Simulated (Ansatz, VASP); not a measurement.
## Ga2BAs3 in VASP and in Ansatz

```
Ga B As
1.0
     4.81452    0.00000    0.00000
    -2.40726    4.16949    0.00000
     0.00000    0.00000    5.13574
Ga B As
2 1 3
Cartesian
  0.0000 2.7797 0.0000
  2.4073 1.3898 0.0000
  0.0000 0.0000 0.0000
  0.0000 2.7797 2.5679
  2.4073 1.3898 2.5679
  0.0000 0.0000 2.5679
```

Alike in both runs: functional PBE; k mesh 12 × 12 × 8; occupations gaussian, width 0.1 eV; no spin polarisation.

Ansatz relaxed the structure, and its values are those at the end. VASP's run is a single point on that final structure, the one shown.

```csv
,VASP,Ansatz
version,VASP 6.6.1,Ansatz 0.2.0
potentials or method,"VASP PAW PBE potentials, release 64 (Ga_d, B, As), cutoff 520 eV","scalar-relativistic, plane waves, PAW"
valence electrons in the cell,44,74
```

Ansatz gave:

```
gap on the k mesh at the Fermi level (eV) : none
pressure (GPa)                            : 0.0
```

Task: Which values does VASP return?

Result: gap on the k mesh at the Fermi level (eV): none; pressure (GPa): 0.2.

A gap of «none» marks a metal or a gap that the smearing closes. With one functional, cell and mesh, what is left measures potentials, basis and numerics. VASP's potentials hold 44 valence electrons a cell and Ansatz's 74, so a difference there can come from the potentials and not from the codes.
